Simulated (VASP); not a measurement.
# H10CO6 in VASP: notebook

H10CO6 is run at these levels: r2SCAN; tasks: single point.

Everything below comes from runs of VASP 6.6.1. Logs are shortened: lines on timing, memory, paths and dates and some standing lists are left out, and cuts for length are marked.

## 1. The cell of the first run

The cell holds an amorphous packing of atoms, 17 atoms: a = 5.270 Å, b = 5.270 Å, c = 5.270 Å, α = 90.00°, β = 90.00°, γ = 90.00°.

## 2. Single point, r2SCAN

POSCAR

```
H10CO6
1.0
    5.2704420000      0.0000000000      0.0000000000
    0.0000000000      5.2704420000      0.0000000000
    0.0000000000      0.0000000000      5.2704420000
O H C
6 10 1
Direct
    0.1251697675      0.5081357503      0.1397605742
    0.4041596511      0.9988915541      0.9238314358
    0.9560867950      0.0867479426      0.6894298429
    0.6996566891      0.2245352477      0.2790847523
    0.5750371601      0.7351755318      0.3608236273
    0.4229816019      0.5128981592      0.7041724394
    0.1394569943      0.4993888558     -0.0345891293
    0.1904394356      0.3546571616      0.2386896583
    0.2857255615      1.0775377094      0.8065926918
    0.3472953502      0.8205383913      0.9122005327
    0.8580684504      0.0644537972      0.5369568624
    0.8205383913      0.0469979558      0.8091731206
    0.5954339313      0.1582030501      0.1282814610
    0.7967453204      0.3705761300      0.2044230825
    0.3977275530      0.7465597762      0.3104103982
    0.7997052240      0.5650949199      0.6207828490
    0.5921704479      0.6009173424      0.5679599548
```

INCAR.step1

```
ALGO = Normal ; EDIFF = 1E-5
ENCUT = 910 ; GGA = PE
GGA_COMPAT = F ; ISMEAR = -1
LASPH = T ; LCHARG = F
LREAL = Auto ; LWAVE = T
NBANDS = 39 ; NELM = 120
PREC = Accurate ; SIGMA = 0.05
```

INCAR.step2

```
ALGO = Normal ; EDIFF = 1E-6
ENCUT = 910 ; GGA_COMPAT = F
ISIF = 2 ; ISMEAR = -1
ISTART = 1 ; LASPH = T
LCHARG = F ; LMIXTAU = T
LREAL = Auto ; LWAVE = F
METAGGA = R2SCAN ; NBANDS = 39
NELM = 120 ; PREC = Accurate
SIGMA = 0.05
```

KPOINTS

```
k-points
0
Gamma
  1 1 1
```

Potentials or basis: VASP PAW PBE potentials, release 64 (O_h, H_h, C_h).

The run is started by

```bash
$ cat potpaw_PBE.64/O_h/POTCAR potpaw_PBE.64/H_h/POTCAR potpaw_PBE.64/C_h/POTCAR > POTCAR
$ cp INCAR.step1 INCAR
$ mpirun -np 1 vasp_gam > vasp.out
$ cp INCAR.step2 INCAR
$ mpirun -np 1 vasp_gam > vasp.out
```

OUTCAR:

```text
EDIFF = 1E-6
   ENCUT = 910
   ISIF = 2
   ISMEAR = -1
   ISTART = 1
   LASPH = T
   LREAL = Auto
   METAGGA = R2SCAN
   NELM = 120
   PREC = Accurate

 ion  position               nearest neighbor table
   1  0.125  0.508  0.140-   7 0.92   8 1.02
   2  0.404  0.999  0.924-   9 0.97  10 0.99
   3  0.956  0.087  0.689-  11 0.96  12 0.98
   4  0.700  0.225  0.279-  14 1.00  13 1.03
   5  0.575  0.735  0.361-  15 0.97  17 1.30
   6  0.423  0.513  0.704-  17 1.24
   7  0.139  0.499  0.965-   1 0.92
   8  0.190  0.355  0.239-   1 1.02
   9  0.286  0.078  0.807-   2 0.97
  10  0.347  0.821  0.912-   2 0.99
  11  0.858  0.064  0.537-   3 0.96
  12  0.821  0.047  0.809-   3 0.98
  13  0.595  0.158  0.128-   4 1.03
  14  0.797  0.371  0.204-   4 1.00
  15  0.398  0.747  0.310-   5 0.97
  16  0.800  0.565  0.621-  17 1.14
  17  0.592  0.601  0.568-  16 1.14   6 1.24   5 1.30

  LATTYP: Found a simple cubic cell.
 ALAT       =     5.2704420000

  Lattice vectors:

 A1 = (   5.2704420000,   0.0000000000,   0.0000000000)
 A2 = (   0.0000000000,   5.2704420000,   0.0000000000)
 A3 = (   0.0000000000,   0.0000000000,   5.2704420000)

Analysis of symmetry for initial positions (statically):
=====================================================================
 Subroutine PRICEL returns:
 Original cell was already a primitive cell.

 Routine SETGRP: Setting up the symmetry group for a
 simple cubic supercell.

 Subroutine GETGRP returns: Found  1 space group operations
 (whereof  1 operations were pure point group operations)
 out of a pool of 48 trial point group operations.

The static configuration has the point symmetry C_1 .

Analysis of symmetry for dynamics (positions and initial velocities):
=====================================================================
 Subroutine PRICEL returns:
 Original cell was already a primitive cell.

 Routine SETGRP: Setting up the symmetry group for a
 simple cubic supercell.

 Subroutine GETGRP returns: Found  1 space group operations
 (whereof  1 operations were pure point group operations)
 out of a pool of 48 trial point group operations.

The dynamic configuration has the point symmetry C_1 .

 Subroutine INISYM returns: Found  1 space group operations
 (whereof  1 operations are pure point group operations),
 and found     1 'primitive' translations

----------------------------------------------------------------------------------------

                                     Primitive cell

  volume of cell :     146.4000

  direct lattice vectors                    reciprocal lattice vectors
     5.270442000  0.000000000  0.000000000     0.189737407  0.000000000  0.000000000
     0.000000000  5.270442000  0.000000000     0.000000000  0.189737407  0.000000000
     0.000000000  0.000000000  5.270442000     0.000000000  0.000000000  0.189737407

  length of vectors
     5.270442000  5.270442000  5.270442000     0.189737407  0.189737407  0.189737407

  position of ions in fractional coordinates (direct lattice)
     0.125169767  0.508135750  0.139760574
     0.404159651  0.998891554  0.923831436
     0.956086795  0.086747943  0.689429843
     0.699656689  0.224535248  0.279084752
     0.575037160  0.735175532  0.360823627
     0.422981602  0.512898159  0.704172439
     0.139456994  0.499388856  0.965410871
     0.190439436  0.354657162  0.238689658
     0.285725562  0.077537709  0.806592692
     0.347295350  0.820538391  0.912200533
     0.858068450  0.064453797  0.536956862
     0.820538391  0.046997956  0.809173121
     0.595433931  0.158203050  0.128281461
     0.796745320  0.370576130  0.204423082
     0.397727553  0.746559776  0.310410398
     0.799705224  0.565094920  0.620782849
     0.592170448  0.600917342  0.567959955

  ion indices of the primitive-cell ions
   primitive index   ion index
                 1           1
                 2           2
                 3           3
                 4           4
                 5           5
                 6           6
                 7           7
                 8           8
                 9           9
                10          10
                11          11
                12          12
                13          13
                14          14
                15          15
                16          16
                17          17

----------------------------------------------------------------------------------------

 KPOINTS: k-points

Automatic generation of k-mesh.
 Grid dimensions read from file:
 generate k-points for:    1    1    1

 Generating k-lattice:

  Cartesian coordinates                     Fractional coordinates (reciprocal lattice)
     0.189737407  0.000000000  0.000000000     1.000000000  0.000000000  0.000000000
     0.000000000  0.189737407  0.000000000     0.000000000  1.000000000  0.000000000
     0.000000000  0.000000000  0.189737407     0.000000000  0.000000000  1.000000000

  Length of vectors
     0.189737407  0.189737407  0.189737407

  Shift w.r.t. Gamma in fractional coordinates (k-lattice)
     0.000000000  0.000000000  0.000000000

 Subroutine IBZKPT returns following result:
 ===========================================

 Found      1 irreducible k-points:

 Following reciprocal coordinates:
            Coordinates               Weight
  0.000000  0.000000  0.000000      1.000000
   k-points           NKPTS =      1   k-points in BZ     NKDIM =      1   number of bands    NBANDS=     39
   number of dos      NEDOS =    301   number of ions     NIONS =     17
   total plane-waves  NPLWV = 157464
   dimension x,y,z NGX =    54 NGY =   54 NGZ =   54
   dimension x,y,z NGXF=   108 NGYF=  108 NGZF=  108
   ions per type =               6  10   1
   NGX,Y,Z   is equivalent  to a cutoff of  17.03, 17.03, 17.03 a.u.
   NGXF,Y,Z  is equivalent  to a cutoff of  34.07, 34.07, 34.07 a.u.
 SYSTEM =  unknown system
   PREC   = accura    normal or accurate (medium, high low for compatibility)
   ISTART =      1    job   : 0-new  1-cont  2-samecut
   ICHARG =      0    charge: 1-file 2-atom 10-const
   ISPIN  =      1    spin polarized calculation?
   LNONCOLLINEAR =      F non collinear calculations
   LSORBIT =      F    spin-orbit coupling
   LASPH  =      T    aspherical Exc in radial PAW
   ENCUT  =  910.0 eV  66.88 Ry    8.18 a.u.  12.96 12.96 12.96*2*pi/ulx,y,z
   NELM   =    120;   NELMIN=  2; NELMDL=  0     # of ELM steps
   EDIFF  = 0.1E-05   stopping-criterion for ELM
   LREAL  =      T    real-space projection
   EDIFFG = 0.1E-04   stopping-criterion for IOM
   NSW    =      0    number of steps for IOM
   IBRION =     -1    ionic relax: 0-MD 1-quasi-New 2-CG
   NFREE  =      0    steps in history (QN), initial steepest desc. (CG)
   ISIF   =      2    stress and relaxation
   ISYM   =      2    0-nonsym 1-usesym 2-fastsym
   POTIM  = 0.5000    time-step for ionic-motion
   TEBEG  =    0.0;   TEEND  =   0.0 temperature during run
   PSTRESS=    0.0 pullay stress
   NELECT =      50.0000    total number of electrons
   NUPDOWN=      -1.0000    fix difference up-down
   EMIN   =  10.00;   EMAX   =-10.00  energy-range for DOS
   EFERMI =   0.00;   METHOD = LEGACY
   ISMEAR =    -1;   SIGMA  =   0.05  broadening in eV -4-tet -1-fermi 0-gaus
   EFERMI_NEDOS =   21; number of points for ismear=-14 and -15
   IALGO  =     38    algorithm
   IMIX   =      4    mixing-type and parameters
     AMIX     =   0.40;   BMIX     =  1.00
     AMIX_MAG =   1.60;   BMIX_MAG =  1.00
  volume/ion in A,a.u.               =       8.61        58.12
  Fermi-wavevector in a.u.,A,eV,Ry     =   1.144330  2.162469 17.816696  1.309490
  Thomas-Fermi vector in A             =   2.281022
   LORBIT       =      0    0 simple, 1 ext, 2 COOP (PROOUT), +10 PAW based schemes
   METAGGA = R2SCAN    functional components
   LHFCALC =     F    Hartree Fock is set to
   AEXX    =    0.0000 exact exchange contribution
   IVDW    =     0    specifies the selected vdW correction
   LEPSILON=     F    determine dielectric tensor
   LRPA    =     F    only Hartree local field effects (RPA)
 non-spin polarized calculation
  energy-cutoff  :      910.00
  volume of cell :      146.40
 maximum number of plane-waves:      4547
 NGX is ok and might be reduce to    50
   NGX = 25   NGY = 25   NGZ = 25

 number of electron      49.9999998 magnetization

 Free energy of the ion-electron system (eV)
  ---------------------------------------------------
  ext. energy  EPLUGINS =         0.00000000
  ---------------------------------------------------
  free energy    TOTEN  =       -96.03650328 eV

  energy without entropy =      -96.03650328  energy(sigma->0) =      -96.03650328

 E-fermi :  -1.3389     XC(G=0):  -8.3385

 val. band max:       -2.6454462620   @ k =   0.0000   0.0000   0.0000
 cond. band min:       3.2542731467   @ k =   0.0000   0.0000   0.0000
 fundamental gap:      5.8997194087
 Fermi energy:        -1.3388793949

 k-point     1 :       0.0000    0.0000    0.0000
  band No.  band energies     occupation
      1     -25.2660      2.00000
      2     -22.7885      2.00000
      3     -22.4826      2.00000
      4     -22.2550      2.00000
      5     -21.8345      2.00000
      6     -21.0761      2.00000
      7     -12.9329      2.00000
      8     -10.0727      2.00000
      9      -9.1396      2.00000
     10      -8.7434      2.00000
     11      -8.6540      2.00000
     12      -8.4728      2.00000
     13      -8.2562      2.00000
     14      -7.1515      2.00000
     15      -6.4307      2.00000
     16      -5.7930      2.00000
     17      -5.7104      2.00000
     18      -5.1885      2.00000
     19      -4.5148      2.00000
     20      -3.9181      2.00000
     21      -3.5409      2.00000
     22      -3.3289      2.00000
     23      -3.0253      2.00000
     24      -2.8391      2.00000
     25      -2.6454      2.00000
     26       3.2543      0.00000
     27       3.4198      0.00000
     28       6.4831      0.00000
     29       7.0350      0.00000
     30       7.6521      0.00000
     31       8.2795      0.00000
     32       8.5269      0.00000
     33       8.7588      0.00000
     34       9.7530      0.00000
     35      10.0350      0.00000
     36      10.3755      0.00000
     37      10.6976      0.00000
 [bands above 37 left out]

------------------------ aborting loop because EDIFF is reached ----------------------------------------

  FORCE on cell =-STRESS in cart. coord.  units (eV):
  Direction    XX          YY          ZZ          XY          YZ          ZX
  --------------------------------------------------------------------------------------
  -------------------------------------------------------------------------------------
  Total       -3.9625924     -1.7675775     -0.0102734     -1.5614696      2.3525224     -0.4356664
  in kB      -43.3659501    -19.3440730     -0.1124301    -17.0884627     25.7456131     -4.7678601
  external PRESSURE =     -20.9408178 kB  Pullay stress =       0.0000000 kB

 VOLUME and BASIS-vectors are now :
 -----------------------------------------------------------------------------
  energy-cutoff  :      910.00
  volume of cell :      146.40
      direct lattice vectors                 reciprocal lattice vectors
     5.270442000  0.000000000  0.000000000     0.189737407  0.000000000  0.000000000
     0.000000000  5.270442000  0.000000000     0.000000000  0.189737407  0.000000000
     0.000000000  0.000000000  5.270442000     0.000000000  0.000000000  0.189737407

 POSITION                                       TOTAL-FORCE (eV/Angst)
 -----------------------------------------------------------------------------------
      0.65970      2.67810      0.73660         0.002126     -0.490984      4.450195
      2.13010      5.26460      4.86900        -0.439828     -1.138264     -0.025039
      5.03900      0.45720      3.63360        -0.660236     -0.360044      0.678430
      3.68750      1.18340      1.47090        -0.207121      0.638056     -2.819621
      3.03070      3.87470      1.90170        -0.298788     -0.095837      0.631110
      2.22930      2.70320      3.71130         0.714806      0.820405     -1.503630
      0.73500      2.63200      5.08814         0.630854     -1.093018     -2.379471
      1.00370      1.86920      1.25800        -0.559220      1.663829     -1.991857
      1.50590      0.40866      4.25110        -0.127172      0.275013      0.041010
      1.83040      4.32460      4.80770         0.658629      1.011140      0.235171
      4.52240      0.33970      2.83000         0.110902      0.431687     -1.038308
      4.32460      0.24770      4.26470         0.540347      0.170789      0.241602
      3.13820      0.83380      0.67610         0.911387      0.435117      1.706279
      4.19920      1.95310      1.07740        -0.595559     -1.189076      0.628207
      2.09620      3.93470      1.63600        -0.523407     -0.057589     -0.182052
      4.21480      2.97830      3.27180        -0.656829      0.275863     -0.233159
      3.12100      3.16710      2.99340         0.499108     -1.297084      1.561135
 -----------------------------------------------------------------------------------
    total drift:                                0.003776     -0.005678     -0.000849

  FREE ENERGIE OF THE ION-ELECTRON SYSTEM (eV)
  ---------------------------------------------------
  free  energy   TOTEN  =       -96.0365032766 eV

  energy  without entropy=      -96.0365032766  energy(sigma->0) =      -96.03650328
```

It took 2.1 min on 1 thread of Intel Xeon Platinum 8488C (Sapphire Rapids), shared host; peak memory 0.4 GiB.

What came out:

| Property | Result |
| --- | --- |
| Free energy | -96.0365 eV |
| Pressure | -2.1 GPa |
| Largest force | 4.477 eV/Å |
| Band gap on the k mesh | 5.90 eV |

Forces on the atoms (eV/Å):
```
O    0.002 -0.491  4.450
O   -0.440 -1.138 -0.025
O   -0.660 -0.360  0.678
O   -0.207  0.638 -2.820
O   -0.299 -0.096  0.631
O    0.715  0.820 -1.504
H    0.631 -1.093 -2.379
H   -0.559  1.664 -1.992
H   -0.127  0.275  0.041
H    0.659  1.011  0.235
H    0.111  0.432 -1.038
H    0.540  0.171  0.242
H    0.911  0.435  1.706
H   -0.596 -1.189  0.628
H   -0.523 -0.058 -0.182
H   -0.657  0.276 -0.233
C    0.499 -1.297  1.561
```

Stress tensor (GPa, compression positive):
```
-4.34 -1.71 -0.48
-1.71 -1.93  2.57
-0.48  2.57 -0.01
```

Levels at points of the mesh, in eV from the valence-band top:
| k point | band 23 | band 24 | band 25 | band 26 | band 27 | band 28 |
| --- | --- | --- | --- | --- | --- | --- |
| (0.00, 0.00, 0.00) | -0.38 | -0.19 | 0.00 | 5.90 | 6.07 | 9.13 |

Caveat: the k points lie up to 1.19 Å⁻¹ apart; the cutoff is under 1.25 times the usual one of these potentials, so pressure, stress and relaxed cells hold a basis-set (Pulay) error; the PAW data sets were made with another functional, which shifts forces and pressure a little.

(Continued in part 2 of 2.)
